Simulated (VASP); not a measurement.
# TiB2 (P6/mmm) in VASP: a series of runs

The runs below take TiB2 through single point, relaxation of cell and atoms, with r2SCAN.

Program: VASP 6.6.1. These are calculated values, not measurements. Logs are shortened: lines on timing, memory, paths and dates and some standing lists are left out, and cuts for length are marked.

**1. The cell of the first run**

Symmetry: P6/mmm, No. 191, hexagonal system. Conventional cell: a = 3.025 Å, b = 3.025 Å, c = 3.222 Å, α = 90.00°, β = 90.00°, γ = 120.00°. Within 3.3 Å of Ti (site symmetry 6/mmm) lie 12 B at 2.38 Å and 8 Ti at 3.03 to 3.22 Å. B (site symmetry -6m2) has 3 B at 1.75 Å and 6 Ti at 2.38 Å within 2.4 Å.

**2. Single point, r2SCAN**

The input, POSCAR:

```
TiB2
1.0
    3.0250666325      0.0000000000      0.0000000000
   -1.5125333162      2.6197845519      0.0000000000
    0.0000000000      0.0000000000      3.2217014367
Ti B
1 2
Direct
    0.0000000000      0.0000000000      0.0000000000
    0.3333333333      0.6666666667      0.5000000000
    0.6666666667      0.3333333333      0.5000000000
```

The input, INCAR.step1:

```
SYSTEM = TiB2
PREC     = Accurate       ! precision mode
ENCUT    = 520            ! plane-wave cutoff, eV
ISMEAR   = -1             ! smearing method
SIGMA    = 0.05           ! smearing width, eV
LREAL    = .False.        ! projectors in reciprocal space
LASPH    = .True.         ! aspherical terms in the spheres
NELM     = 60             ! most SCF steps
NBANDS   = 16             ! bands
GGA      = PE             ! functional
ALGO     = Normal         ! electronic algorithm
EDIFF    = 1E-4           ! SCF threshold, eV
LWAVE    = .True.         ! write WAVECAR
LCHARG   = .False.        ! write CHGCAR
```

The input, INCAR.step2:

```
SYSTEM = TiB2
PREC     = Accurate       ! precision mode
ENCUT    = 520            ! plane-wave cutoff, eV
EDIFF    = 1E-6           ! SCF threshold, eV
ISMEAR   = -1             ! smearing method
SIGMA    = 0.05           ! smearing width, eV
LREAL    = .False.        ! projectors in reciprocal space
LASPH    = .True.         ! aspherical terms in the spheres
NELM     = 60             ! most SCF steps
ALGO     = Normal         ! electronic algorithm
ISIF     = 2              ! what is computed and relaxed
LWAVE    = .False.        ! write WAVECAR
LCHARG   = .True.         ! write CHGCAR
METAGGA  = R2SCAN         ! meta-GGA
LMIXTAU  = .True.       
LELF     = .True.         ! ELF
LVHAR    = .True.       
NBANDS   = 16             ! bands
ISTART   = 1
```

The input, KPOINTS:

```
regular mesh
0
Gamma
  14 14 11
  0 0 0
```

Potentials or basis: VASP PAW PBE potentials, release 64 (Ti_sv, B).

Launch:

```sh
cat potpaw_PBE.64/Ti_sv/POTCAR potpaw_PBE.64/B/POTCAR > POTCAR
cp INCAR.step1 INCAR
mpirun -np 1 vasp_std > vasp.out
cp INCAR.step2 INCAR
mpirun -np 1 vasp_std > vasp.out
```

OUTCAR:

```text
SYSTEM = TiB2
   PREC = Accurate
   ENCUT = 520
   EDIFF = 1E-6
   ISMEAR = -1
   LREAL = .False.
   LASPH = .True.
   NELM = 60
   ISIF = 2
   METAGGA = R2SCAN
   ISTART = 1

 ion  position               nearest neighbor table
   1  0.000  0.000  0.000-   2 2.38   3 2.38   2 2.38   3 2.38   2 2.38   2 2.38   3 2.38   3 2.38
                             3 2.38   3 2.38   2 2.38   2 2.38
   2  0.333  0.667  0.500-   3 1.75   3 1.75   3 1.75   1 2.38   1 2.38   1 2.38   1 2.38   1 2.38
                             1 2.38
   3  0.667  0.333  0.500-   2 1.75   2 1.75   2 1.75   1 2.38   1 2.38   1 2.38   1 2.38   1 2.38
                             1 2.38

  LATTYP: Found a hexagonal cell.
 ALAT       =     3.0250666325
 C/A-ratio  =     1.0650018092

  Lattice vectors:

 A1 = (   3.0250666325,   0.0000000000,   0.0000000000)
 A2 = (  -1.5125333162,   2.6197845519,   0.0000000000)
 A3 = (   0.0000000000,   0.0000000000,   3.2217014367)

Analysis of symmetry for initial positions (statically):
=====================================================================
 Subroutine PRICEL returns:
 Original cell was already a primitive cell.

 Routine SETGRP: Setting up the symmetry group for a
 hexagonal supercell.

 Subroutine GETGRP returns: Found 24 space group operations
 (whereof 24 operations were pure point group operations)
 out of a pool of 24 trial point group operations.

The static configuration has the point symmetry D_6h.

Analysis of symmetry for dynamics (positions and initial velocities):
=====================================================================
 Subroutine PRICEL returns:
 Original cell was already a primitive cell.

 Routine SETGRP: Setting up the symmetry group for a
 hexagonal supercell.

 Subroutine GETGRP returns: Found 24 space group operations
 (whereof 24 operations were pure point group operations)
 out of a pool of 24 trial point group operations.

The dynamic configuration has the point symmetry D_6h.

 Subroutine INISYM returns: Found 24 space group operations
 (whereof 24 operations are pure point group operations),
 and found     1 'primitive' translations

----------------------------------------------------------------------------------------

                                     Primitive cell

  volume of cell :      25.5321

  direct lattice vectors                    reciprocal lattice vectors
     3.025066633  0.000000000  0.000000000     0.330571231  0.190855389  0.000000000
    -1.512533316  2.619784552  0.000000000     0.000000000  0.381710778  0.000000000
     0.000000000  0.000000000  3.221701437     0.000000000  0.000000000  0.310394995

  length of vectors
     3.025066633  3.025066632  3.221701437     0.381710778  0.381710778  0.310394995

  position of ions in fractional coordinates (direct lattice)
     0.000000000  0.000000000  0.000000000
     0.333333333  0.666666667  0.500000000
     0.666666667  0.333333333  0.500000000

  ion indices of the primitive-cell ions
   primitive index   ion index
                 1           1
                 2           2
                 3           3

----------------------------------------------------------------------------------------

 KPOINTS: regular mesh

Automatic generation of k-mesh.
 Grid dimensions read from file:
 generate k-points for:   14   14   11

 Generating k-lattice:

  Cartesian coordinates                     Fractional coordinates (reciprocal lattice)
     0.023612231  0.013632528  0.000000000     0.071428571  0.000000000  0.000000000
     0.000000000  0.027265056  0.000000000     0.000000000  0.071428571  0.000000000
     0.000000000  0.000000000  0.028217727     0.000000000  0.000000000  0.090909091

  Length of vectors
     0.027265056  0.027265056  0.028217727

  Shift w.r.t. Gamma in fractional coordinates (k-lattice)
     0.000000000  0.000000000  0.000000000

 Subroutine IBZKPT returns following result:
 ===========================================

 Found    144 irreducible k-points:

 Following reciprocal coordinates:
            Coordinates               Weight
  0.000000  0.000000  0.000000      1.000000
  0.071429  0.000000  0.000000      6.000000
  0.142857  0.000000  0.000000      6.000000
  0.214286  0.000000  0.000000      6.000000
  0.285714  0.000000  0.000000      6.000000
  0.357143 -0.000000  0.000000      6.000000
[... 16 lines left out ...]
  0.285714  0.285714  0.000000      6.000000
  0.357143  0.285714  0.000000      6.000000
 [... further k-points ...]
   k-points           NKPTS =    144   k-points in BZ     NKDIM =    144   number of bands    NBANDS=     16
   number of dos      NEDOS =    301   number of ions     NIONS =      3
   total plane-waves  NPLWV =  13824
   dimension x,y,z NGX =    24 NGY =   24 NGZ =   24
   dimension x,y,z NGXF=    48 NGYF=   48 NGZF=   48
   ions per type =               1   2
   NGX,Y,Z   is equivalent  to a cutoff of  13.19, 13.19, 12.38 a.u.
   NGXF,Y,Z  is equivalent  to a cutoff of  26.38, 26.38, 24.77 a.u.
 SYSTEM =  TiB2
   PREC   = accura    normal or accurate (medium, high low for compatibility)
   ISTART =      1    job   : 0-new  1-cont  2-samecut
   ICHARG =      0    charge: 1-file 2-atom 10-const
   ISPIN  =      1    spin polarized calculation?
   LNONCOLLINEAR =      F non collinear calculations
   LSORBIT =      F    spin-orbit coupling
   LASPH  =      T    aspherical Exc in radial PAW
   ENCUT  =  520.0 eV  38.22 Ry    6.18 a.u.   5.62  5.62  5.99*2*pi/ulx,y,z
   NELM   =     60;   NELMIN=  2; NELMDL=  0     # of ELM steps
   EDIFF  = 0.1E-05   stopping-criterion for ELM
   LREAL  =      F    real-space projection
   EDIFFG = 0.1E-04   stopping-criterion for IOM
   NSW    =      0    number of steps for IOM
   IBRION =     -1    ionic relax: 0-MD 1-quasi-New 2-CG
   NFREE  =      0    steps in history (QN), initial steepest desc. (CG)
   ISIF   =      2    stress and relaxation
   ISYM   =      2    0-nonsym 1-usesym 2-fastsym
   POTIM  = 0.5000    time-step for ionic-motion
   TEBEG  =    0.0;   TEEND  =   0.0 temperature during run
   PSTRESS=    0.0 pullay stress
   NELECT =      18.0000    total number of electrons
   NUPDOWN=      -1.0000    fix difference up-down
   EMIN   =  10.00;   EMAX   =-10.00  energy-range for DOS
   EFERMI =   0.00;   METHOD = LEGACY
   ISMEAR =    -1;   SIGMA  =   0.05  broadening in eV -4-tet -1-fermi 0-gaus
   EFERMI_NEDOS =   21; number of points for ismear=-14 and -15
   IALGO  =     38    algorithm
   IMIX   =      4    mixing-type and parameters
     AMIX     =   0.40;   BMIX     =  1.00
     AMIX_MAG =   1.60;   BMIX_MAG =  1.00
  volume/ion in A,a.u.               =       8.51        57.43
  Fermi-wavevector in a.u.,A,eV,Ry     =   1.457036  2.753400 28.884556  2.122955
  Thomas-Fermi vector in A             =   2.573885
   LORBIT       =      0    0 simple, 1 ext, 2 COOP (PROOUT), +10 PAW based schemes
   METAGGA = R2SCAN    functional components
   LHFCALC =     F    Hartree Fock is set to
   AEXX    =    0.0000 exact exchange contribution
   IVDW    =     0    specifies the selected vdW correction
   LEPSILON=     F    determine dielectric tensor
   LRPA    =     F    only Hartree local field effects (RPA)
 non-spin polarized calculation
  energy-cutoff  :      520.00
  volume of cell :       25.53
 maximum number of plane-waves:       719
 NGX is ok and might be reduce to    24
   NGX = 11   NGY = 11   NGZ = 11

 number of electron      18.0000001 magnetization

 Free energy of the ion-electron system (eV)
  ---------------------------------------------------
  ext. energy  EPLUGINS =         0.00000000
  ---------------------------------------------------
  free energy    TOTEN  =       -30.97361827 eV

  energy without entropy =      -30.97071433  energy(sigma->0) =      -30.97216630

 E-fermi :  10.2305     XC(G=0): -13.7701

 val. band max:       10.2176807973   @ k =   0.4286   0.1429   0.0000
 cond. band min:      10.2406300075   @ k =   0.0000   0.0000   0.3636
 fundamental gap:      0.0229492102
 Fermi energy:        10.2304948512

 k-point     1 :       0.0000    0.0000    0.0000
  band No.  band energies     occupation
      1     -49.1845      2.00000
      2     -24.5008      2.00000
      3     -24.1686      2.00000
      4     -24.1685      2.00000
      5      -4.3145      2.00000
      6       7.4102      2.00000
[... 8 lines left out ...]
     15      16.1475      0.00000
     16      17.2845      0.00000

 k-point     2 :       0.0714    0.0000    0.0000
  band No.  band energies     occupation
      1     -49.1815      2.00000
      2     -24.4971      2.00000
      3     -24.1904      2.00000
      4     -24.1734      2.00000
      5      -4.2101      2.00000
      6       7.0929      2.00000
[... 8 lines left out ...]
     15      16.8225      0.00000
     16      17.6294      0.00000

 k-point     3 :       0.1429    0.0000    0.0000
  band No.  band energies     occupation
      1     -49.1735      2.00000
      2     -24.4867      2.00000
      3     -24.2516      2.00000
      4     -24.1872      2.00000
      5      -3.9017      2.00000
      6       6.2533      2.00000
[... 8 lines left out ...]
     15      18.2278      0.00000
     16      18.6672      0.00000

 k-point     4 :       0.2143    0.0000    0.0000
  band No.  band energies     occupation
      1     -49.1618      2.00000
      2     -24.4716      2.00000
      3     -24.3391      2.00000
      4     -24.2069      2.00000
      5      -3.4011      2.00000
      6       5.1188      2.00000
[... 8 lines left out ...]
     15      18.3582      0.00000
     16      19.7766      0.00000
[... 324 lines left out ...]
 k-point    22 :       0.3571    0.2143    0.0000
  band No.  band energies     occupation
      1     -49.1217      2.00000
      2     -24.5379      2.00000
      3     -24.4201      2.00000
      4     -24.3700      2.00000
      5       0.1501      2.00000
      6       1.2475      2.00000
[... 8 lines left out ...]
     15      19.4502      0.00000
     16      20.7710      0.00000

 k-point    23 :       0.2857    0.2857    0.0000
  band No.  band energies     occupation
      1     -49.1210      2.00000
      2     -24.5132      2.00000
      3     -24.4192      2.00000
      4     -24.4010      2.00000
      5       0.0712      2.00000
      6       1.8270      2.00000
[... 8 lines left out ...]
     15      19.8960      0.00000
     16      21.2174      0.00000

 k-point    24 :       0.3571    0.2857    0.0000
  band No.  band energies     occupation
      1     -49.1192      2.00000
      2     -24.4984      2.00000
      3     -24.4322      2.00000
      4     -24.4169      2.00000
      5       0.8851      2.00000
      6       1.1940      2.00000
[... 8 lines left out ...]
     15      20.2942      0.00000
     16      21.0997      0.00000

 [... further k-points ...]

------------------------ aborting loop because EDIFF is reached ----------------------------------------

  FORCE on cell =-STRESS in cart. coord.  units (eV):
  Direction    XX          YY          ZZ          XY          YZ          ZX
  --------------------------------------------------------------------------------------
  -------------------------------------------------------------------------------------
  Total        0.1242929      0.1242929      0.1521330      0.0000000      0.0000000      0.0000000
  in kB        7.7995750      7.7995750      9.5465908      0.0000000      0.0000000      0.0000000
  external PRESSURE =       8.3819136 kB  Pullay stress =       0.0000000 kB

 VOLUME and BASIS-vectors are now :
 -----------------------------------------------------------------------------
  energy-cutoff  :      520.00
  volume of cell :       25.53
      direct lattice vectors                 reciprocal lattice vectors
     3.025066633  0.000000000  0.000000000     0.330571231  0.190855389  0.000000000
    -1.512533316  2.619784552  0.000000000     0.000000000  0.381710778  0.000000000
     0.000000000  0.000000000  3.221701437     0.000000000  0.000000000  0.310394995

 POSITION                                       TOTAL-FORCE (eV/Angst)
 -----------------------------------------------------------------------------------
      0.00000      0.00000      0.00000        -0.000000      0.000000      0.000000
     -0.00000      1.74652      1.61085         0.000000     -0.000000      0.000000
      1.51253      0.87326      1.61085        -0.000000      0.000000      0.000000
 -----------------------------------------------------------------------------------
    total drift:                               -0.000000      0.000000      0.000000

  FREE ENERGIE OF THE ION-ELECTRON SYSTEM (eV)
  ---------------------------------------------------
  free  energy   TOTEN  =       -30.9736182732 eV

  energy  without entropy=      -30.9707143347  energy(sigma->0) =      -30.97216630
```

It took 65 s on 1 thread of Intel Xeon 6975P-C (Granite Rapids), shared host; peak memory 0.18 GiB.

Results:

| Property | Result |
| --- | --- |
| Free energy | -30.9736 eV |
| Pressure | 0.8 GPa |
| Band gap on the k mesh | zero (bands 9 and 10 overlap by 0.68 eV) |

Caveat: the PAW data sets were made with another functional, which shifts forces and pressure a little.

**3. Single point, r2SCAN**

The input, POSCAR:

```
TiB2
1.0
    3.0250605123      0.0000000000      0.0000000000
   -1.5125302562      2.6197792517      0.0000000000
    0.0000000000      0.0000000000      3.2217222661
Ti B
1 2
Direct
    0.0000000000      0.0000000000      0.0000000000
    0.3333333333      0.6666666667      0.5000000000
    0.6666666667      0.3333333333      0.5000000000
```

The input, INCAR.step1:

```
SYSTEM = TiB2
ALGO     = Normal         ! electronic algorithm
EDIFF    = 1E-4           ! SCF threshold, eV
ENCUT    = 520            ! plane-wave cutoff, eV
GGA      = PE             ! functional
ISMEAR   = -1             ! smearing method
LASPH    = .TRUE.         ! aspherical terms in the spheres
LCHARG   = .FALSE.        ! write CHGCAR
LREAL    = .FALSE.        ! projectors in reciprocal space
LWAVE    = .TRUE.         ! write WAVECAR
NBANDS   = 16             ! bands
NELM     = 60             ! most SCF steps
PREC     = Accurate       ! precision mode
SIGMA    = 0.05           ! smearing width, eV
```

The input, INCAR.step2:

```
SYSTEM = TiB2
ALGO     = Normal         ! electronic algorithm
EDIFF    = 1E-6           ! SCF threshold, eV
ENCUT    = 520            ! plane-wave cutoff, eV
ISIF     = 2              ! what is computed and relaxed
ISMEAR   = -1             ! smearing method
ISTART   = 1            
LASPH    = .TRUE.         ! aspherical terms in the spheres
LCHARG   = .FALSE.        ! write CHGCAR
LMIXTAU  = .TRUE.       
LREAL    = .FALSE.        ! projectors in reciprocal space
LWAVE    = .FALSE.        ! write WAVECAR
METAGGA  = R2SCAN         ! meta-GGA
NBANDS   = 16             ! bands
NELM     = 60             ! most SCF steps
PREC     = Accurate       ! precision mode
SIGMA    = 0.05           ! smearing width, eV
```

The input, KPOINTS:

```
k-points
0
G
  14 14 11
  0 0 0
```

Potentials or basis: VASP PAW PBE potentials, release 64 (Ti_sv, B).

Launch:

```sh
cat potpaw_PBE.64/Ti_sv/POTCAR potpaw_PBE.64/B/POTCAR > POTCAR
cp INCAR.step1 INCAR
mpirun -np 1 vasp_std > vasp.out
cp INCAR.step2 INCAR
mpirun -np 1 vasp_std > vasp.out
```

Run time: 61 s. Hardware: 1 thread of Intel Xeon 6975P-C (Granite Rapids), shared host; peak memory 0.19 GiB.

It converged, with:

```yaml
Free_energy: -30.9736 eV
Pressure: 0.8 GPa
Band_gap_on_the_k_mesh: zero (bands 9 and 10 overlap by 0.68 eV)
```

Stress tensor (GPa, compression positive):
```
0.78 0.00 0.00
0.00 0.78 0.00
0.00 0.00 0.95
```

Levels at points of the mesh, in eV from the Fermi level:
```csv
k point,band 6,band 7,band 8,band 9,band 10,band 11,band 12,band 13
"(0.00, 0.00, 0.00)",-2.82,-2.82,-2.63,-2.23,1.97,1.97,3.85,3.85
"(0.50, 0.00, 0.00)",-10.07,-3.59,-3.50,-2.42,1.37,2.86,3.37,3.44
```

Caveat: the PAW data sets were made with another functional, which shifts forces and pressure a little.

(Part 1 of 2 ends here.)
